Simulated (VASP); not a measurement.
CsTlAs:

```
Cs Tl As
1.0
     4.64017    0.00000    0.00000
     0.00000    4.64017    0.00000
     0.00000    0.00000    8.00549
Cs Tl As
2 2 2
Direct
  0.50000 0.00000 0.23050
  0.00000 0.50000 0.76950
  0.50000 0.00000 0.64800
  0.00000 0.50000 0.35200
  0.00000 0.00000 0.00000
  0.50000 0.50000 0.00000
```

```yaml
Program: VASP 6.6.1
Task: relaxation of cell and atoms
Functional: PBE
Potentials_or_basis: VASP PAW PBE potentials, release 64 (Cs_sv, Tl_d, As)
Cutoff: 600 eV
k_mesh: 4 × 4 × 2
Occupations: gaussian, width 0.1 eV
Spin: no spin polarisation
```

At the start: pressure 11.1 GPa; volume 28.73 Å³/atom.

How do energy, volume and symmetry change on relaxing?

Over 25 steps the energy falls by 870.2 meV/atom and the volume is 39.06 Å³/atom (+36.0 %); space group P4/nmm (No. 129, to 0.1 Å) before and after.

Step by step:
```csv
step,energy change (eV),largest force (eV/Å),pressure (GPa),volume (Å³)
1,0.0000,1.5945,11.14,172.37
2,-1.9040,0.8261,0.87,227.12
3,-1.9498,0.8060,-0.52,246.43
4,-1.9547,0.8125,-0.24,241.82
5,-2.0540,0.9184,-0.29,241.57
6,-2.4162,1.3031,-0.30,240.54
7,-3.3006,1.6832,-0.09,237.12
8,-3.1950,0.5741,2.36,224.42
9,-3.5820,1.0326,1.14,230.49
10,-3.6253,0.9387,1.09,231.21
11,-3.7237,0.6609,0.95,233.38
12,-3.8114,0.6740,0.71,237.71
13,-3.9343,0.6405,0.48,239.29
14,-4.2452,0.5321,-0.10,243.76
15,-4.6532,0.3280,-0.99,251.51
16,-4.8539,0.8103,-2.15,262.52
17,-4.8672,0.5536,-1.78,258.85
18,-5.0783,0.4848,-0.88,242.72
19,-5.1341,0.4298,0.01,232.13
20,-5.1348,0.4191,0.20,230.36
21,-5.1662,0.2870,0.26,230.11
22,-5.2028,0.1853,0.51,229.41
23,-5.2156,0.0329,-0.31,237.40
24,-5.2173,0.0516,-0.11,235.32
25,-5.2212,0.0369,-0.06,234.35
```

Final structure:
```
Cs Tl As
1.0
     5.10800    0.00000    0.00000
     0.00000    5.10800    0.00000
     0.00000    0.00000    8.98194
Cs Tl As
2 2 2
Direct
  0.50000 0.00000 0.30215
  0.00000 0.50000 0.69785
  0.50000 0.00000 0.81113
  0.00000 0.50000 0.18887
  0.00000 0.00000 0.00000
  0.50000 0.50000 0.00000
```

Caveat: the k points lie up to 0.35 Å⁻¹ apart in the final cell, too coarse for converged energies and pressures of a metal; the volume moved by over 15 % at a fixed basis, so the end points are rough.
